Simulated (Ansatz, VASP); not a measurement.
# SiHgRh in VASP and in Ansatz

```
CELL_PARAMETERS angstrom
4.07712 0.00000 0.00000
-2.03856 3.53089 0.00000
0.00000 0.00000 3.59926
ATOMIC_POSITIONS crystal
Si 0.33333 0.66667 0.50000
Hg 0.66667 0.33333 0.00000
Rh 0.00000 0.00000 0.50000
```

Change from the starting cell: species swapped into the GdCuSi type (P-6m2, No. 187).

Alike in both runs: functional PBE; k mesh 6 × 6 × 6; occupations gaussian, width 0.1 eV; no spin polarisation.

Ansatz relaxed the structure, and its values are those at the end. VASP's run is a single point on that final structure, the one shown.

|  | VASP | Ansatz |
| --- | --- | --- |
| version | VASP 6.6.1 | Ansatz 0.2.0 |
| potentials or method | VASP PAW PBE potentials, release 64 (Si, Hg, Rh_pv), cutoff 520 eV | scalar-relativistic, plane waves, PAW |
| valence electrons in the cell | 31 | 41 |

|  | VASP | Ansatz | Ansatz less VASP |
| --- | --- | --- | --- |
| gap on the k mesh at the Fermi level (eV) | none | none | - |
| pressure (GPa) | 0.5 | 0.0 | -0.44 |

A gap of «none» marks a metal or a gap that the smearing closes. With one functional, cell and mesh, what is left measures potentials, basis and numerics. VASP's potentials hold 31 valence electrons a cell and Ansatz's 41, so a difference there can come from the potentials and not from the codes.

Spin-orbit coupling is off throughout.
